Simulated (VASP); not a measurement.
# AlP (zincblende type) (F-43m) in VASP: further runs

The runs below take AlP (zincblende type) through single point, with LDA.

Everything below comes from runs of VASP 6.6.1. Logs are shortened: lines on timing, memory, paths and dates and some standing lists are left out, and cuts for length are marked.

## (1) The cell of the first run

It takes space group F-43m (No. 216, cubic). Conventional cell: a = 4.682 Å, b = 4.682 Å, c = 4.682 Å, α = 90.00°, β = 90.00°, γ = 90.00°. Within 2.7 Å of Al (site symmetry -43m) lie 4 P at 2.03 Å. P (site symmetry -43m) has 4 Al at 2.03 Å within 2.7 Å.

## (2) Single point, LDA (volume scaled by 0.64)

File INCAR:

```
PREC = Accurate
ENCUT = 500
EDIFF = 1E-6
ISMEAR = -1
SIGMA = 0.05
LREAL = F
LASPH = T
NELM = 120
ALGO = Normal
ISIF = 2
LWAVE = F
LCHARG = T
LELF = T
LVHAR = T
NBANDS = 11
GGA_COMPAT = F
```

File KPOINTS:

```
regular mesh
0
Gamma
  12 12 12
```

File POSCAR:

```
AlP
1.0
    0.0000000000      2.3411510539      2.3411510539
    2.3411510539      0.0000000000      2.3411510539
    2.3411510539      2.3411510539      0.0000000000
Al P
1 1
Direct
    0.0000000000      0.0000000000      0.0000000000
    0.2500000000      0.2500000000      0.2500000000
```

Potentials or basis: VASP PAW LDA potentials, release 64 (Al, P).

Started as:

```sh
cat potpaw_LDA.64/Al/POTCAR potpaw_LDA.64/P/POTCAR > POTCAR
mpirun -np 1 vasp_std > vasp.out
```

OUTCAR:

```text
PREC = Accurate
   ENCUT = 500
   EDIFF = 1E-6
   ISMEAR = -1
   LREAL = F
   LASPH = T
   NELM = 120
   ISIF = 2

 ion  position               nearest neighbor table
   1  0.000  0.000  0.000-   2 2.03   2 2.03   2 2.03   2 2.03
   2  0.250  0.250  0.250-   1 2.03   1 2.03   1 2.03   1 2.03

  LATTYP: Found a face centered cubic cell.
 ALAT       =     4.6823021078

  Lattice vectors:

 A1 = (   0.0000000000,   2.3411510539,   2.3411510539)
 A2 = (   2.3411510539,   0.0000000000,   2.3411510539)
 A3 = (   2.3411510539,   2.3411510539,   0.0000000000)

Analysis of symmetry for initial positions (statically):
=====================================================================
 Subroutine PRICEL returns:
 Original cell was already a primitive cell.

 Routine SETGRP: Setting up the symmetry group for a
 face centered cubic supercell.

 Subroutine GETGRP returns: Found 24 space group operations
 (whereof 24 operations were pure point group operations)
 out of a pool of 48 trial point group operations.

The static configuration has the point symmetry T_d .

Analysis of symmetry for dynamics (positions and initial velocities):
=====================================================================
 Subroutine PRICEL returns:
 Original cell was already a primitive cell.

 Routine SETGRP: Setting up the symmetry group for a
 face centered cubic supercell.

 Subroutine GETGRP returns: Found 24 space group operations
 (whereof 24 operations were pure point group operations)
 out of a pool of 48 trial point group operations.

The dynamic configuration has the point symmetry T_d .

 Subroutine INISYM returns: Found 24 space group operations
 (whereof 24 operations are pure point group operations),
 and found     1 'primitive' translations

----------------------------------------------------------------------------------------

                                     Primitive cell

  volume of cell :      25.6636

  direct lattice vectors                    reciprocal lattice vectors
     0.000000000  2.341151054  2.341151054    -0.213570158  0.213570158  0.213570158
     2.341151054  0.000000000  2.341151054     0.213570158 -0.213570158  0.213570158
     2.341151054  2.341151054  0.000000000     0.213570158  0.213570158 -0.213570158

  length of vectors
     3.310887572  3.310887572  3.310887572     0.369914364  0.369914364  0.369914364

  position of ions in fractional coordinates (direct lattice)
     0.000000000  0.000000000  0.000000000
     0.250000000  0.250000000  0.250000000

  ion indices of the primitive-cell ions
[... 76 lines left out ...]
   LREAL  =      F    real-space projection
[... 7 lines left out ...]
   TEBEG  =    0.0;   TEEND  =   0.0 temperature during run
   PSTRESS=    0.0 pullay stress
   NELECT =       8.0000    total number of electrons
   NUPDOWN=      -1.0000    fix difference up-down
   EMIN   =  10.00;   EMAX   =-10.00  energy-range for DOS
   EFERMI =   0.00;   METHOD = LEGACY
   ISMEAR =    -1;   SIGMA  =   0.05  broadening in eV -4-tet -1-fermi 0-gaus
   EFERMI_NEDOS =   21; number of points for ismear=-14 and -15
   IALGO  =     38    algorithm
   IMIX   =      4    mixing-type and parameters
     AMIX     =   0.40;   BMIX     =  1.00
     AMIX_MAG =   1.60;   BMIX_MAG =  1.00
  volume/ion in A,a.u.               =      12.83        86.59
  Fermi-wavevector in a.u.,A,eV,Ry     =   1.110023  2.097640 16.764439  1.232152
  Thomas-Fermi vector in A             =   2.246570
   LORBIT       =      0    0 simple, 1 ext, 2 COOP (PROOUT), +10 PAW based schemes
   GGA     = CA    functional components
   LHFCALC =     F    Hartree Fock is set to
   AEXX    =    0.0000 exact exchange contribution
   IVDW    =     0    specifies the selected vdW correction
   LEPSILON=     F    determine dielectric tensor
   LRPA    =     F    only Hartree local field effects (RPA)
 non-spin polarized calculation
  energy-cutoff  :      500.00
  volume of cell :       25.66
 maximum number of plane-waves:       662
   NGX = 13   NGY = 13   NGZ = 13

 number of electron       8.0000000 magnetization

 Free energy of the ion-electron system (eV)
  ---------------------------------------------------
  ext. energy  EPLUGINS =         0.00000000
  ---------------------------------------------------
  free energy    TOTEN  =        -8.36079768 eV

  energy without entropy =       -8.36038863  energy(sigma->0) =       -8.36059316

 E-fermi :   9.8506     XC(G=0): -11.3142

 val. band max:        9.7326252093   @ k =   0.0000   0.0000   0.0000
 cond. band min:       9.8726197358   @ k =   0.5000   0.5000   0.0000
 fundamental gap:      0.1399945265
 Fermi energy:         9.8506468504

 k-point     1 :       0.0000    0.0000    0.0000
  band No.  band energies     occupation
      1      -5.0702      2.00000
      2       9.7326      1.82752
      3       9.7326      1.82752
      4       9.7326      1.82752
      5      14.7540      0.00000
      6      14.7540      0.00000
      7      14.7540      0.00000
      8      17.0529      0.00000
      9      18.8788      0.00000
     10      18.8788      0.00000
     11      23.4872      0.00000
[... 309 lines left out ...]
 k-point    24 :      -0.4167    0.1667    0.0000
  band No.  band energies     occupation
      1      -1.6603      2.00000
      2       2.0598      2.00000
      3       6.5800      2.00000
      4       8.1993      2.00000
      5      13.0408      0.00000
      6      15.6442      0.00000
      7      16.0680      0.00000
      8      20.1542      0.00000
      9      21.0435      0.00000
     10      21.9601      0.00000
     11      24.9840      0.00000

 [... further k-points ...]

------------------------ aborting loop because EDIFF is reached ----------------------------------------

  FORCE on cell =-STRESS in cart. coord.  units (eV):
  Direction    XX          YY          ZZ          XY          YZ          ZX
  --------------------------------------------------------------------------------------
  -------------------------------------------------------------------------------------
  Total       15.5799592     15.5799592     15.5799592      0.0000000      0.0000000     -0.0000000
  in kB      972.6544869    972.6544869    972.6544869      0.0000000      0.0000000     -0.0000000
  external PRESSURE =     972.6544869 kB  Pullay stress =       0.0000000 kB

 VOLUME and BASIS-vectors are now :
 -----------------------------------------------------------------------------
  energy-cutoff  :      500.00
  volume of cell :       25.66
      direct lattice vectors                 reciprocal lattice vectors
     0.000000000  2.341151054  2.341151054    -0.213570158  0.213570158  0.213570158
     2.341151054  0.000000000  2.341151054     0.213570158 -0.213570158  0.213570158
     2.341151054  2.341151054  0.000000000     0.213570158  0.213570158 -0.213570158

 POSITION                                       TOTAL-FORCE (eV/Angst)
 -----------------------------------------------------------------------------------
      0.00000      0.00000      0.00000         0.000000     -0.000000      0.000000
      1.17058      1.17058      1.17058        -0.000000      0.000000     -0.000000
 -----------------------------------------------------------------------------------
    total drift:                               -0.000000     -0.000000      0.000000

  FREE ENERGIE OF THE ION-ELECTRON SYSTEM (eV)
  ---------------------------------------------------
  free  energy   TOTEN  =        -8.3607976804 eV

  energy  without entropy=       -8.3603886312  energy(sigma->0) =       -8.36059316
```

OSZICAR:

```text
N       E                     dE             d eps       ncg     rms          rms(c)
DAV:   1     0.151674963649E+02    0.15167E+02   -0.34874E+03  1592   0.574E+02
DAV:   2    -0.840634482625E+01   -0.23574E+02   -0.22579E+02  2065   0.103E+02
DAV:   3    -0.915906546060E+01   -0.75272E+00   -0.75045E+00  1985   0.169E+01
DAV:   4    -0.916303445619E+01   -0.39690E-02   -0.39687E-02  1879   0.151E+00
DAV:   5    -0.916306720431E+01   -0.32748E-04   -0.32749E-04  2004   0.129E-01    0.738E+00
DAV:   6    -0.852432785296E+01    0.63874E+00   -0.76359E-01  1764   0.376E+00    0.499E+00
DAV:   7    -0.836447514071E+01    0.15985E+00   -0.48125E-01  1862   0.305E+00    0.235E+00
DAV:   8    -0.836116450969E+01    0.33106E-02   -0.23480E-02  1773   0.904E-01    0.229E-01
DAV:   9    -0.836081018920E+01    0.35432E-03   -0.13284E-03  1846   0.184E-01    0.938E-02
DAV:  10    -0.836079854689E+01    0.11642E-04   -0.53181E-05  1884   0.386E-02    0.558E-02
DAV:  11    -0.836079846449E+01    0.82403E-07   -0.16845E-05  1827   0.203E-02    0.365E-02
DAV:  12    -0.836079768039E+01    0.78410E-06   -0.14657E-06  1128   0.582E-03
   1 F= -.83607977E+01 E0= -.83605932E+01  d E =-.409049E-03
```

Wall time 23 s (1 thread of Intel Xeon 8259CL, shared host); peak memory 0.13 GiB.

What came out:

- Free energy: -8.3608 eV
- Pressure: 97.3 GPa
- Band gap on the k mesh: 0.14 eV, indirect (least direct gap 3.33 eV)

Levels at points of the mesh, in eV from the valence-band top:
```tsv
k point	band 2	band 3	band 4	band 5	band 6	band 7
(0.00, 0.00, 0.00)	0.00	0.00	0.00	5.02	5.02	5.02
(0.50, 0.00, 0.00)	-8.17	-1.01	-1.01	4.40	4.53	4.53
(0.50, 0.50, 0.00)	-7.32	-3.19	-3.19	0.14	1.85	13.72
```

## (3) Single point, LDA (volume scaled by 0.72)

File INCAR:

```
SYSTEM = AlP
PREC = Accurate
ENCUT = 500
EDIFF = 1E-6
ISMEAR = -1
SIGMA = 0.05
LREAL = .False.
LASPH = .True.
NELM = 120
ALGO = Normal
ISIF = 2
LWAVE = .False.
LCHARG = .False.
NBANDS = 11
GGA_COMPAT = .False.
```

File KPOINTS:

```
Automatic mesh
0
Gamma
  12 12 12
  0 0 0
```

File POSCAR:

```
AlP
1.0
    0.0000000000      2.4348952173      2.4348952173
    2.4348952173      0.0000000000      2.4348952173
    2.4348952173      2.4348952173      0.0000000000
Al P
1 1
Direct
    0.0000000000      0.0000000000      0.0000000000
    0.2500000000      0.2500000000      0.2500000000
```

Potentials or basis: VASP PAW LDA potentials, release 64 (Al, P).

Started as:

```sh
cat potpaw_LDA.64/Al/POTCAR potpaw_LDA.64/P/POTCAR > POTCAR
mpirun -np 1 vasp_std > vasp.out
```

It took 38 s on 1 thread of Intel Xeon 8259CL, shared host; peak memory 0.15 GiB.

Results (log left out):

| Property | Result |
| --- | --- |
| Free energy | -9.8779 eV |
| Pressure | 57.3 GPa |
| Band gap on the k mesh | 0.56 eV, indirect (least direct gap 3.45 eV) |

Levels at points of the mesh, in eV from the valence-band top:
```tsv
k point	band 1	band 2	band 3	band 4	band 5	band 6	band 7	band 8
(0.00, 0.00, 0.00)	-13.83	0.00	0.00	0.00	4.90	4.90	4.90	6.21
(0.50, 0.00, 0.00)	-11.14	-7.40	-0.96	-0.96	3.96	4.65	4.65	8.88
(0.50, 0.50, 0.00)	-10.06	-6.74	-2.90	-2.90	0.56	2.03	13.22	13.22
```

 A k mesh can miss the band edges.

## (4) Single point, LDA (volume scaled by 0.72)

File INCAR:

```
  ALGO = Normal
  EDIFF = 1E-6
  ENCUT = 500
  GGA_COMPAT = F
  ISIF = 2
  ISMEAR = -1
  LASPH = T
  LCHARG = F
  LREAL = F
  LWAVE = F
  NBANDS = 11
  NELM = 120
  PREC = Accurate
  SIGMA = 0.05
```

File KPOINTS:

```
k-points
0
Gamma
  12 12 12
```

POSCAR is that of step 3.

Potentials or basis: VASP PAW LDA potentials, release 64 (Al, P).

Started as:

```sh
cat potpaw_LDA.64/Al/POTCAR potpaw_LDA.64/P/POTCAR > POTCAR
mpirun -np 1 vasp_std > vasp.out
```

OUTCAR:

```text
EDIFF = 1E-6
   ENCUT = 500
   ISIF = 2
   ISMEAR = -1
   LASPH = T
   LREAL = F
   NELM = 120
   PREC = Accurate

 ion  position               nearest neighbor table
   1  0.000  0.000  0.000-   2 2.11   2 2.11   2 2.11   2 2.11
   2  0.250  0.250  0.250-   1 2.11   1 2.11   1 2.11   1 2.11

  LATTYP: Found a face centered cubic cell.
 ALAT       =     4.8697904346

  Lattice vectors:

 A1 = (   0.0000000000,   2.4348952173,   2.4348952173)
 A2 = (   2.4348952173,   0.0000000000,   2.4348952173)
 A3 = (   2.4348952173,   2.4348952173,   0.0000000000)

Analysis of symmetry for initial positions (statically):
=====================================================================
 Subroutine PRICEL returns:
 Original cell was already a primitive cell.

 Routine SETGRP: Setting up the symmetry group for a
 face centered cubic supercell.

 Subroutine GETGRP returns: Found 24 space group operations
 (whereof 24 operations were pure point group operations)
 out of a pool of 48 trial point group operations.

The static configuration has the point symmetry T_d .

Analysis of symmetry for dynamics (positions and initial velocities):
[... 171 lines left out ...]
      4       8.1659      1.99620
      5      13.0646      0.00000
      6      13.0646      0.00000
      7      13.0646      0.00000
      8      14.3784      0.00000
      9      17.2708      0.00000
     10      17.2708      0.00000
     11      20.9054      0.00000
[... 309 lines left out ...]
 k-point    24 :      -0.4167    0.1667    0.0000
  band No.  band energies     occupation
      1      -2.7077      2.00000
      2       1.1991      2.00000
      3       5.2684      2.00000
      4       6.7574      2.00000
      5      11.5959      0.00000
      6      14.0690      0.00000
      7      14.1180      0.00000
      8      18.0268      0.00000
      9      19.1108      0.00000
     10      19.8389      0.00000
     11      22.4789      0.00000

 [... further k-points ...]

------------------------ aborting loop because EDIFF is reached ----------------------------------------

  FORCE on cell =-STRESS in cart. coord.  units (eV):
  Direction    XX          YY          ZZ          XY          YZ          ZX
  --------------------------------------------------------------------------------------
  -------------------------------------------------------------------------------------
  Total       10.3188069     10.3188069     10.3188069      0.0000000      0.0000000     -0.0000000
  in kB      572.6235988    572.6235988    572.6235988      0.0000000      0.0000000     -0.0000000
  external PRESSURE =     572.6235988 kB  Pullay stress =       0.0000000 kB

 VOLUME and BASIS-vectors are now :
 -----------------------------------------------------------------------------
  energy-cutoff  :      500.00
  volume of cell :       28.87
      direct lattice vectors                 reciprocal lattice vectors
     0.000000000  2.434895217  2.434895217    -0.205347646  0.205347646  0.205347646
     2.434895217  0.000000000  2.434895217     0.205347646 -0.205347646  0.205347646
     2.434895217  2.434895217  0.000000000     0.205347646  0.205347646 -0.205347646

 POSITION                                       TOTAL-FORCE (eV/Angst)
 -----------------------------------------------------------------------------------
      0.00000      0.00000      0.00000         0.000000      0.000000      0.000000
      1.21745      1.21745      1.21745        -0.000000     -0.000000     -0.000000
 -----------------------------------------------------------------------------------
    total drift:                                0.000000      0.000000      0.000000

  FREE ENERGIE OF THE ION-ELECTRON SYSTEM (eV)
  ---------------------------------------------------
  free  energy   TOTEN  =        -9.8778632630 eV

  energy  without entropy=       -9.8778449389  energy(sigma->0) =       -9.87785410
```

OSZICAR:

```text
N       E                     dE             d eps       ncg     rms          rms(c)
DAV:   1     0.121229278546E+02    0.12123E+02   -0.34126E+03  1616   0.563E+02
DAV:   2    -0.984786650054E+01   -0.21971E+02   -0.20711E+02  2015   0.978E+01
DAV:   3    -0.105497004532E+02   -0.70183E+00   -0.70064E+00  1992   0.165E+01
DAV:   4    -0.105539050065E+02   -0.42046E-02   -0.42042E-02  1869   0.156E+00
DAV:   5    -0.105539462305E+02   -0.41224E-04   -0.41223E-04  2049   0.147E-01    0.657E+00
DAV:   6    -0.100106158543E+02    0.54333E+00   -0.71423E-01  1776   0.352E+00    0.437E+00
DAV:   7    -0.988163188980E+01    0.12898E+00   -0.40429E-01  1879   0.272E+00    0.204E+00
DAV:   8    -0.987813247773E+01    0.34994E-02   -0.21748E-02  1803   0.817E-01    0.167E-01
DAV:   9    -0.987787102296E+01    0.26145E-03   -0.11410E-03  1800   0.175E-01    0.745E-02
DAV:  10    -0.987786306386E+01    0.79591E-05   -0.44018E-05  1918   0.345E-02    0.355E-02
DAV:  11    -0.987786398765E+01   -0.92379E-06   -0.13491E-05  1829   0.183E-02    0.307E-02
DAV:  12    -0.987786326303E+01    0.72462E-06   -0.19290E-06  1144   0.623E-03
   1 F= -.98778633E+01 E0= -.98778541E+01  d E =-.183241E-04
```

Run time: 40 s. Hardware: 1 thread of Intel Xeon 8259CL, shared host; peak memory 0.15 GiB.

What came out:

- Free energy: -9.8779 eV
- Pressure: 57.3 GPa
- Band gap on the k mesh: 0.56 eV, indirect (least direct gap 3.45 eV)

 A k mesh can miss the band edges.

## (5) Single point, LDA (volume scaled by 0.8)

File INCAR:

```
PREC = Accurate
ENCUT = 500
EDIFF = 1E-6
ISMEAR = -1
SIGMA = 0.05
LREAL = False
LASPH = True
NELM = 120
ALGO = Normal
ISIF = 2
LWAVE = False
LCHARG = False
NBANDS = 11
GGA_COMPAT = False
```

File KPOINTS:

```
Automatic mesh
0
Gamma
  12 12 12
```

File POSCAR:

```
AlP
1.0
    0.0000000000      2.5219285226      2.5219285226
    2.5219285226      0.0000000000      2.5219285226
    2.5219285226      2.5219285226      0.0000000000
Al P
1 1
Direct
    0.0000000000      0.0000000000      0.0000000000
    0.2500000000      0.2500000000      0.2500000000
```

Started as:

```sh
cat potpaw_LDA.64/Al/POTCAR potpaw_LDA.64/P/POTCAR > POTCAR
mpirun -np 1 vasp_std > vasp.out
```

Wall time 39 s (1 thread of Intel Xeon 8259CL, shared host); peak memory 0.15 GiB.

Results (log left out):

```yaml
Free_energy: -10.7507 eV
Pressure: 31.7 GPa
Band_gap_on_the_k_mesh: 0.88 eV, indirect (least direct gap 3.52 eV)
```

Levels at points of the mesh, in eV from the valence-band top:
```csv
k point,band 1,band 2,band 3,band 4,band 5,band 6,band 7,band 8,band 9
"(0.00, 0.00, 0.00)",-13.04,0.00,0.00,0.00,4.78,4.78,4.78,5.24,9.04
"(0.50, 0.00, 0.00)",-10.68,-6.78,-0.90,-0.90,3.57,4.72,4.72,8.66,12.26
"(0.50, 0.50, 0.00)",-9.74,-6.26,-2.64,-2.64,0.88,2.17,12.72,12.72,13.34
```

 A k mesh can miss the band edges.

(Continued in part 2 of 2.)
